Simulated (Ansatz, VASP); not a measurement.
## Fe in VASP and in Ansatz

The input INCAR:

```
SYSTEM = Fe
PREC = Accurate ; ENCUT = 520
EDIFF = 1E-8 ; ISMEAR = -1
SIGMA = 0.08 ; LREAL = .False.
LASPH = .True. ; NELM = 100
ALGO = Normal ; ISIF = 2
LWAVE = .False. ; LCHARG = .False.
GGA = PS ; LEFG = .True.
NBANDS = 15
```

The input KPOINTS:

```
regular mesh
0
Gamma
  17 17 10
  0 0 0
```

The input POSCAR:

```
Fe
1.0
    2.4341575853      0.0000000000      0.0000000000
   -1.2170787927      2.1080423057      0.0000000000
    0.0000000000      0.0000000000      3.7650957806
Fe
2
Direct
    0.3333333333      0.6666666667      0.2500000000
    0.6666666667      0.3333333333      0.7500000000
```

Input for Ansatz:

```yaml
crystal:
  lattice:
    - [2.4341575853, 0.0, 0.0]
    - [-1.2170787927, 2.1080423057, 0.0]
    - [0.0, 0.0, 3.7650957806]
  atoms:
    - { symbol: Fe, position: [0.3333333333, 0.6666666667, 0.25] }
    - { symbol: Fe, position: [0.6666666667, 0.3333333333, 0.75] }
kpoints:
  mp_grid: { grid: [17, 17, 10] }
scf:
  occupations: { method: fermi_dirac, width: 0.08 }
hamiltonian:
  xc: pbesol
  pseudopotentials: { kind: paw }
output:
  forces: true
  stress: true
  eigenvalues: true
  efg: { contact_densities: true }
  write_density: true
  write_potential: true
  elf: true
  volumetric_format: npy
```

Change from the starting cell: zz strain of -2 %, PAW files.

Alike in both runs: task electric field gradients; functional PBEsol; k mesh 17 × 17 × 10; occupations fermi-dirac, width 0.08 eV; no spin polarisation.

|  | VASP | Ansatz |
| --- | --- | --- |
| version | VASP 6.6.1 | Ansatz 0.2.0 |
| potentials or method | VASP PAW PBE potentials, release 64 (Fe) | PAW with Ansatz's default frozen-core files, scalar-relativistic |
| plane-wave cutoff (eV) | 520 | 420 |
| valence electrons in the cell | 16 | 32 |

```csv
,VASP,Ansatz,Ansatz less VASP
pressure (GPa),5.4,5.9,+0.52
"traceless stress, the component that is largest in VASP (GPa)",7.48,7.82,+0.347
size of Vzz on the site where it differs most (V/Å²),13.6,7.2,-6.40
```

VASP's potentials were made for PBE, not for PBEsol. The functional is the same, so the differences come from potentials, cutoffs and numerics. VASP's potentials hold 16 valence electrons a cell and Ansatz's 32, so a difference there can come from the potentials and not from the codes.
